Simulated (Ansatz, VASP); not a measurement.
**Na in VASP and in Ansatz**

```
Na
1.0
    -2.09491    2.09491    2.09491
     2.09491   -2.09491    2.09491
     2.09491    2.09491   -2.09491
Na
1
Direct
  0.00000 0.00000 0.00000
```

Alike in both runs: functional PBE; k mesh 14 × 14 × 14; occupations gaussian, width 0.1 eV; no spin polarisation.

Ansatz relaxed the structure, and its values are those at the end. VASP's run is a single point on that final structure, the one shown.

|  | VASP | Ansatz |
| --- | --- | --- |
| version | VASP 6.6.1 | Ansatz 0.2.0 |
| potentials or method | VASP PAW PBE potentials, release 64 (Na_pv), cutoff 520 eV | scalar-relativistic, plane waves, PAW |
| valence electrons in the cell | 7 | 9 |

```tsv
	VASP	Ansatz	Ansatz less VASP
gap on the k mesh at the Fermi level (eV)	none	none	-
pressure (GPa)	0.0	0.0	+0.02
```

A gap of «none» marks a metal or a gap that the smearing closes. The functional is the same, so the differences come from potentials, cutoffs and numerics. VASP's potentials hold 7 valence electrons a cell and Ansatz's 9, so a difference there can come from the potentials and not from the codes.
